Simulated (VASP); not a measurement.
# C (Fd-3m) in VASP: further runs

Runs on C. Level: PBE0. Tasks: single point.

All numbers are computed with VASP 6.6.1; they aren't measurements. Logs are shortened: lines on timing, memory, paths and dates and some standing lists are left out, and cuts for length are marked.

### Step 1. The cell of the first run

Symmetry: Fd-3m, No. 227, cubic system. The conventional cell has a = 3.614 Å, b = 3.614 Å, c = 3.614 Å, α = 90.00°, β = 90.00°, γ = 90.00°. C (site symmetry -43m) has 4 C at 1.56 Å within 2.1 Å.

### Step 2. Single point, PBE0

Input file POSCAR:

```
C
1.0
    0.0000000000      1.8068380860      1.8068380860
    1.8068380860      0.0000000000      1.8068380860
    1.8068380860      1.8068380860      0.0000000000
C
2
Direct
    0.7500000000      0.7500000000      0.7500000000
    0.5000000000      0.5000000000      0.5000000000
```

Input file INCAR.step1:

```
  PREC = Accurate
  ENCUT = 520
  EDIFF = 1E-5
  ISMEAR = -1
  SIGMA = 0.05
  LREAL = F
  LASPH = T
  NELM = 100
  ALGO = Normal
  ISIF = 2
  LWAVE = T
  LCHARG = F
  GGA = PE
  NBANDS = 11
```

Input file INCAR.step2:

```
  PREC = Accurate
  ENCUT = 520
  EDIFF = 1E-6
  ISMEAR = -1
  SIGMA = 0.05
  LREAL = F
  LASPH = T
  NELM = 100
  ALGO = Normal
  ISIF = 2
  LWAVE = F
  LCHARG = F
  GGA = PE
  LHFCALC = T
  AEXX = 0.25
  PRECFOCK = Normal
  ISTART = 1
  NBANDS = 11
```

Input file KPOINTS:

```
Automatic mesh
0
Gamma
  8 8 8
```

Potentials or basis: VASP PAW PBE potentials, release 64 (C).

The run is started by

```
> cat potpaw_PBE.64/C/POTCAR > POTCAR
> cp INCAR.step1 INCAR
> mpirun -np 1 vasp_std > vasp.out
> cp INCAR.step2 INCAR
> mpirun -np 1 vasp_std > vasp.out
```

OUTCAR:

```text
PREC = Accurate
   ENCUT = 520
   EDIFF = 1E-6
   ISMEAR = -1
   LREAL = F
   LASPH = T
   NELM = 100
   ISIF = 2
   GGA = PE
   LHFCALC = T
   AEXX = 0.25
   PRECFOCK = Normal
   ISTART = 1

 ion  position               nearest neighbor table
   1  0.750  0.750  0.750-   2 1.56   2 1.56   2 1.56   2 1.56
   2  0.500  0.500  0.500-   1 1.56   1 1.56   1 1.56   1 1.56

  LATTYP: Found a face centered cubic cell.
 ALAT       =     3.6136761720

  Lattice vectors:

 A1 = (   0.0000000000,   1.8068380860,   1.8068380860)
 A2 = (   1.8068380860,   0.0000000000,   1.8068380860)
 A3 = (   1.8068380860,   1.8068380860,   0.0000000000)

Analysis of symmetry for initial positions (statically):
=====================================================================
 Subroutine PRICEL returns:
 Original cell was already a primitive cell.

 Routine SETGRP: Setting up the symmetry group for a
 face centered cubic supercell.

 Subroutine GETGRP returns: Found 48 space group operations
 (whereof 24 operations were pure point group operations)
 out of a pool of 48 trial point group operations.

The static configuration has the point symmetry T_d .
 The point group associated with its full space group is O_h .

Analysis of symmetry for dynamics (positions and initial velocities):
=====================================================================
 Subroutine PRICEL returns:
 Original cell was already a primitive cell.

 Routine SETGRP: Setting up the symmetry group for a
 face centered cubic supercell.

 Subroutine GETGRP returns: Found 48 space group operations
 (whereof 24 operations were pure point group operations)
 out of a pool of 48 trial point group operations.

The dynamic configuration has the point symmetry T_d .
 The point group associated with its full space group is O_h .

 Subroutine INISYM returns: Found 48 space group operations
 (whereof 24 operations are pure point group operations),
 and found     1 'primitive' translations

----------------------------------------------------------------------------------------

                                     Primitive cell

  volume of cell :      11.7974

  direct lattice vectors                    reciprocal lattice vectors
     0.000000000  1.806838086  1.806838086    -0.276726511  0.276726511  0.276726511
     1.806838086  0.000000000  1.806838086     0.276726511 -0.276726511  0.276726511
     1.806838086  1.806838086  0.000000000     0.276726511  0.276726511 -0.276726511

  length of vectors
     2.555254926  2.555254926  2.555254926     0.479304377  0.479304377  0.479304377

  position of ions in fractional coordinates (direct lattice)
     0.750000000  0.750000000  0.750000000
     0.500000000  0.500000000  0.500000000

  ion indices of the primitive-cell ions
   primitive index   ion index
                 1           1
                 2           2

----------------------------------------------------------------------------------------

 KPOINTS: Automatic mesh

Automatic generation of k-mesh.
 Grid dimensions read from file:
 generate k-points for:    8    8    8

 Generating k-lattice:

  Cartesian coordinates                     Fractional coordinates (reciprocal lattice)
    -0.034590814  0.034590814  0.034590814     0.125000000  0.000000000  0.000000000
     0.034590814 -0.034590814  0.034590814     0.000000000  0.125000000  0.000000000
     0.034590814  0.034590814 -0.034590814     0.000000000  0.000000000  0.125000000

  Length of vectors
     0.059913047  0.059913047  0.059913047

  Shift w.r.t. Gamma in fractional coordinates (k-lattice)
     0.000000000  0.000000000  0.000000000

 Subroutine IBZKPT returns following result:
 ===========================================

 Found     29 irreducible k-points:

 Following reciprocal coordinates:
            Coordinates               Weight
  0.000000  0.000000  0.000000      1.000000
  0.125000  0.000000  0.000000      8.000000
  0.250000  0.000000  0.000000      8.000000
  0.375000  0.000000  0.000000      8.000000
  0.500000  0.000000  0.000000      4.000000
  0.125000  0.125000  0.000000      6.000000
[... 16 lines left out ...]
  0.500000  0.250000  0.125000     48.000000
 -0.375000  0.250000  0.125000     24.000000
 [... further k-points ...]
   k-points           NKPTS =     29   k-points in BZ     NKDIM =    512   number of bands    NBANDS=     11
   number of dos      NEDOS =    301   number of ions     NIONS =      2
   total plane-waves  NPLWV =   8000
   dimension x,y,z NGX =    20 NGY =   20 NGZ =   20
   dimension x,y,z NGXF=    40 NGYF=   40 NGZF=   40
   ions per type =               2
   NGX,Y,Z   is equivalent  to a cutoff of  13.01, 13.01, 13.01 a.u.
   NGXF,Y,Z  is equivalent  to a cutoff of  26.02, 26.02, 26.02 a.u.
 SYSTEM =  unknown system
   PREC   = accura    normal or accurate (medium, high low for compatibility)
   ISTART =      1    job   : 0-new  1-cont  2-samecut
   ICHARG =      0    charge: 1-file 2-atom 10-const
   ISPIN  =      1    spin polarized calculation?
   LNONCOLLINEAR =      F non collinear calculations
   LSORBIT =      F    spin-orbit coupling
   LASPH  =      T    aspherical Exc in radial PAW
   ENCUT  =  520.0 eV  38.22 Ry    6.18 a.u.   4.75  4.75  4.75*2*pi/ulx,y,z
   NELM   =    100;   NELMIN=  2; NELMDL=  0     # of ELM steps
   EDIFF  = 0.1E-05   stopping-criterion for ELM
   LREAL  =      F    real-space projection
   EDIFFG = 0.1E-04   stopping-criterion for IOM
   NSW    =      0    number of steps for IOM
   IBRION =     -1    ionic relax: 0-MD 1-quasi-New 2-CG
   NFREE  =      0    steps in history (QN), initial steepest desc. (CG)
   ISIF   =      2    stress and relaxation
   ISYM   =      3    0-nonsym 1-usesym 2-fastsym
   POTIM  = 0.5000    time-step for ionic-motion
   TEBEG  =    0.0;   TEEND  =   0.0 temperature during run
   PSTRESS=    0.0 pullay stress
   NELECT =       8.0000    total number of electrons
   NUPDOWN=      -1.0000    fix difference up-down
   EMIN   =  10.00;   EMAX   =-10.00  energy-range for DOS
   EFERMI =   0.00;   METHOD = LEGACY
   ISMEAR =    -1;   SIGMA  =   0.05  broadening in eV -4-tet -1-fermi 0-gaus
   EFERMI_NEDOS =   21; number of points for ismear=-14 and -15
   IALGO  =     38    algorithm
   IMIX   =      1    mixing-type and parameters
     AMIX     =   0.40;   BMIX     =  1.00
     AMIX_MAG =   1.60;   BMIX_MAG =  1.00
  volume/ion in A,a.u.               =       5.90        39.81
  Fermi-wavevector in a.u.,A,eV,Ry     =   1.438276  2.717948 28.145530  2.068638
  Thomas-Fermi vector in A             =   2.557261
   LORBIT       =      0    0 simple, 1 ext, 2 COOP (PROOUT), +10 PAW based schemes
   GGA     = PE    functional components
   LHFCALC =     T    Hartree Fock is set to
   PRECFOCK=normal    Normal, Fast or Accurate (Low or Medium for compatibility)
   ENCUT4O =  -1.0   cutoff for four orbital integrals eV
   NKREDX  =     1    reduce k-point grid by
   NKREDY  =     1    reduce k-point grid by
   NKREDZ  =     1    reduce k-point grid by
   AEXX    =    0.2500 exact exchange contribution
   HFSCREEN=    0.0000 screening length (either q_TF or 0.3 A-1)
   HFSCREENC=   0.0000 screening length for correlation (either q_TF or 0.3 A-1)
   ENCUTFOCK=  -1.0 apply spherical cutoff to Coloumb kernel
   IVDW    =     0    specifies the selected vdW correction
   LEPSILON=     F    determine dielectric tensor
   LRPA    =     F    only Hartree local field effects (RPA)
 non-spin polarized calculation
  energy-cutoff  :      520.00
  volume of cell :       11.80
 maximum number of plane-waves:       332
  NGX = 16; NGY = 16; NGZ = 16

 number of electron       8.0000000 magnetization

 Free energy of the ion-electron system (eV)
  ---------------------------------------------------
  ext. energy  EPLUGINS =         0.00000000
  ---------------------------------------------------
  free energy    TOTEN  =       -22.08476220 eV

  energy without entropy =      -22.08476220  energy(sigma->0) =      -22.08476220

 E-fermi :   9.1646     XC(G=0): -10.2582

 val. band max:        8.1834565137   @ k =   0.0000   0.0000   0.0000
 cond. band min:      14.1278637882   @ k =   0.3750   0.3750   0.0000
 fundamental gap:      5.9444072744
 Fermi energy:         9.1646317178

 k-point     1 :       0.0000    0.0000    0.0000
  band No.  band energies     occupation
      1     -14.8574      2.00000
      2       8.1835      2.00000
      3       8.1835      2.00000
      4       8.1835      2.00000
      5      15.7778      0.00000
      6      15.7778      0.00000
      7      15.7778      0.00000
      8      23.2951      0.00000
      9      29.2933      0.00000
     10      36.8098      0.00000
     11      36.8098      0.00000

 k-point     2 :       0.1250    0.0000    0.0000
  band No.  band energies     occupation
      1     -14.4020      2.00000
      2       5.6297      2.00000
      3       7.5117      2.00000
      4       7.5117      2.00000
      5      16.6703      0.00000
      6      16.6703      0.00000
      7      17.0181      0.00000
      8      23.7676      0.00000
      9      30.0259      0.00000
     10      33.7325      0.00000
     11      33.7325      0.00000

 k-point     3 :       0.2500    0.0000    0.0000
  band No.  band energies     occupation
      1     -13.0504      2.00000
      2       1.1198      2.00000
      3       6.3463      2.00000
      4       6.3463      2.00000
      5      18.0919      0.00000
      6      18.0919      0.00000
      7      18.1829      0.00000
      8      24.9651      0.00000
      9      30.8922      0.00000
     10      32.6634      0.00000
     11      32.6634      0.00000

 k-point     4 :       0.3750    0.0000    0.0000
  band No.  band energies     occupation
      1     -10.8839      2.00000
      2      -3.2527      2.00000
      3       5.4999      2.00000
      4       5.4999      2.00000
      5      18.6296      0.00000
      6      18.7191      0.00000
      7      18.7191      0.00000
      8      25.9652      0.00000
      9      31.4074      0.00000
     10      34.3482      0.00000
     11      34.3482      0.00000

 k-point     5 :       0.5000    0.0000    0.0000
  band No.  band energies     occupation
      1      -8.8728      2.00000
      2      -6.0357      2.00000
      3       5.2041      2.00000
      4       5.2041      2.00000
      5      18.7433      0.00000
      6      18.7930      0.00000
      7      18.7930      0.00000
      8      26.2162      0.00000
      9      32.2759      0.00000
     10      34.5090      0.00000
     11      36.3524      0.00000
[... 211 lines left out ...]
 k-point    21 :       0.5000    0.5000    0.0000
  band No.  band energies     occupation
      1      -5.6533      2.00000
      2      -5.6533      2.00000
      3       1.5316      2.00000
      4       1.5316      2.00000
      5      14.7671      0.00000
      6      14.7671      0.00000
      7      27.5616      0.00000
      8      27.5616      0.00000
      9      33.7402      0.00000
     10      33.7402      0.00000
     11      42.6006      0.00000

 k-point    22 :       0.3750    0.2500    0.1250
  band No.  band energies     occupation
      1     -11.8635      2.00000
      2       1.1158      2.00000
      3       2.3964      2.00000
      4       5.1117      2.00000
      5      16.7473      0.00000
      6      20.3563      0.00000
      7      21.9533      0.00000
      8      22.0034      0.00000
      9      30.9759      0.00000
     10      31.9597      0.00000
     11      36.0138      0.00000

 k-point    23 :       0.5000    0.2500    0.1250
  band No.  band energies     occupation
      1      -9.7368      2.00000
      2      -2.4086      2.00000
      3       1.4889      2.00000
      4       3.8689      2.00000
      5      18.2000      0.00000
      6      19.8858      0.00000
      7      22.7262      0.00000
      8      23.7925      0.00000
      9      30.6029      0.00000
     10      32.7366      0.00000
     11      36.5364      0.00000

 k-point    24 :      -0.3750    0.2500    0.1250
  band No.  band energies     occupation
      1      -7.7888      2.00000
      2      -5.0027      2.00000
      3       1.4181      2.00000
      4       3.2470      2.00000
      5      18.5454      0.00000
      6      19.6451      0.00000
      7      23.4889      0.00000
      8      25.4298      0.00000
      9      28.6047      0.00000
     10      34.4795      0.00000
     11      36.7151      0.00000

 [... further k-points ...]
[... 5 lines left out ...]
  --------------------------------------------------------------------------------------
  -------------------------------------------------------------------------------------
  Total       -1.7450273     -1.7450273     -1.7450273      0.0000000      0.0000000     -0.0000000
  in kB     -236.9873204   -236.9873204   -236.9873204      0.0000000      0.0000000     -0.0000000
  external PRESSURE =    -236.9873204 kB  Pullay stress =       0.0000000 kB

 VOLUME and BASIS-vectors are now :
 -----------------------------------------------------------------------------
  energy-cutoff  :      520.00
  volume of cell :       11.80
      direct lattice vectors                 reciprocal lattice vectors
     0.000000000  1.806838086  1.806838086    -0.276726511  0.276726511  0.276726511
     1.806838086  0.000000000  1.806838086     0.276726511 -0.276726511  0.276726511
     1.806838086  1.806838086  0.000000000     0.276726511  0.276726511 -0.276726511

 POSITION                                       TOTAL-FORCE (eV/Angst)
 -----------------------------------------------------------------------------------
      2.71026      2.71026      2.71026        -0.000000     -0.000000     -0.000000
      1.80684      1.80684      1.80684         0.000000      0.000000      0.000000
 -----------------------------------------------------------------------------------
    total drift:                               -0.000000      0.000000     -0.000000

  FREE ENERGIE OF THE ION-ELECTRON SYSTEM (eV)
  ---------------------------------------------------
  free  energy   TOTEN  =       -22.0847621952 eV

  energy  without entropy=      -22.0847621951  energy(sigma->0) =      -22.08476220
```

It took 15 min on 1 thread of Oxide Virtual Turin-like, shared host; peak memory 0.1 GiB.

What came out:

```
Free energy            : -22.0848 eV
Pressure               : -23.7 GPa
Band gap on the k mesh : 5.94 eV (least direct gap 7.59 eV)
```

Caveat: the cell stands under tension; the PAW data sets were made with another functional, which shifts forces and pressure a little. A k mesh can miss the band edges.

(Continued in part 2 of 2.)
